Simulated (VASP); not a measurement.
**FeGe: single point with PBE**

The system is FeGe.

```
CELL_PARAMETERS angstrom
2.90302 0.00000 0.00000
-1.45151 2.51409 0.00000
0.00000 0.00000 4.40368
ATOMIC_POSITIONS crystal
Fe 0.00000 0.00000 0.00000
Ge 0.33333 0.66667 0.50000
```

```
Program                : VASP 6.6.1
Task                   : single point
Functional             : PBE
Potentials or basis    : VASP PAW PBE potentials, release 64 (Fe, Ge_d)
Cutoff                 : 520 eV
k mesh                 : 6 × 6 × 4
Occupations            : gaussian, width 0.1 eV
Spin                   : collinear spin, ferromagnetic start
Starting moments       : [4.0, 0.0] μB
Dipole correction      : no
Further INCAR settings : ALGO = Normal; EDIFF = 1e-06; NBANDS = 22
```

The pressure is -13.0 GPa, the net moment is 2.56 μB per cell and the site moments are Fe +2.61; Ge -0.01 μB. The valence electrons inside the program's atomic spheres are Fe 6.83; Ge 12.25.

Stress tensor (GPa, compression positive):
```
 -9.15   0.00   0.00
  0.00  -9.15   0.00
  0.00   0.00 -20.79
```

Levels at points of the mesh, in eV from the Fermi level:
Spin up:
| k point | band 8 | band 9 | band 10 | band 11 | band 12 | band 13 | band 14 | band 15 | band 16 | band 17 |
| --- | --- | --- | --- | --- | --- | --- | --- | --- | --- | --- |
| (0.00, 0.00, 0.00) | -3.63 | -2.59 | -2.59 | -2.15 | -2.15 | 0.13 | 8.57 | 8.57 | 13.61 | 13.61 |
| (0.50, 0.00, 0.00) | -3.94 | -3.44 | -2.37 | -1.50 | -1.02 | 2.30 | 3.35 | 4.15 | 5.49 | 6.20 |
| (0.00, 0.00, 0.50) | -3.09 | -2.57 | -2.57 | -2.19 | -2.19 | 7.55 | 7.83 | 8.72 | 8.72 | 14.70 |
| (0.50, 0.00, 0.50) | -4.03 | -2.53 | -2.49 | -1.64 | -1.60 | -1.50 | 1.92 | 5.18 | 8.70 | 10.18 |
Spin down:
```
           k point  band 8  band 9  band 10  band 11  band 12  band 13
(0.00, 0.00, 0.00)   -3.14   -0.21    -0.21     0.65     0.65     1.62
(0.50, 0.00, 0.00)   -2.33   -1.55     0.34     1.19     1.20     2.85
(0.00, 0.00, 0.50)   -1.27   -0.16    -0.16     0.57     0.57     7.73
(0.50, 0.00, 0.50)   -2.94   -1.31    -0.40    -0.03     0.72     1.19
```

Wall time 25 s on 1 thread of Intel Xeon 6975P-C, on a shared host, peak memory 0.18 GiB.

Caveat: the k points lie up to 0.42 Å⁻¹ apart.
